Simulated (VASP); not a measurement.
Write the native input for VASP 6.6.1 that does the following.

* Task: single point
* Functional: PBEsol
* Potentials or basis: VASP PAW PBE potentials, release 64 (Ru_pv)
* Cutoff: 520 eV
* k mesh: 24 × 24 × 24
* Occupations: gaussian, width 0.15 eV
* Spin: no spin polarisation
* Dipole correction: no
* Further INCAR settings: ALGO = Fast; EDIFF = 1e-07; NBANDS = 13

The structure of Ru lies in POSCAR:

```
Ru
1.0
    0.0000000000      1.7061569326      2.4125059027
    1.7061569326      0.0000000000      2.4125059027
    1.7061569326      1.7061569326      0.0000000000
Ru
1
Direct
    0.0000000000      0.0000000000      0.0000000000
```

This cell differs from its parent crystal: ratio of the length along z to the lengths across it x 1.414, volume and fractional coordinates fixed.

These files were run (other wordings do the same):

INCAR

```
  PREC = Accurate
  ENCUT = 520
  EDIFF = 1E-7
  ISMEAR = 0
  SIGMA = 0.15
  LREAL = F
  LASPH = T
  NELM = 60
  ALGO = Fast
  ISIF = 2
  LWAVE = F
  LCHARG = F
  GGA = PS
  NBANDS = 13
```

KPOINTS

```
Automatic mesh
0
Gamma
  24 24 24
```

Potentials or basis: VASP PAW PBE potentials, release 64 (Ru_pv).

Run with:

```bash
$ cat potpaw_PBE.64/Ru_pv/POTCAR > POTCAR
$ mpirun -np 1 vasp_std > vasp.out
```

Results of the run:

| Item | Value |
| --- | --- |
| Pressure | 8.1 GPa |
| Band gap on the k mesh | zero (band 7 reaches 13.93 eV, above the bottom of band 8 at 10.99 eV) |

Caveat: the PAW data sets were made with another functional, which shifts forces and pressure a little.

Run time: 75 s on 1 thread of Intel(R) Xeon(R) 6975P-C (Granite Rapids), on a shared host, peak memory 0.29 GiB.
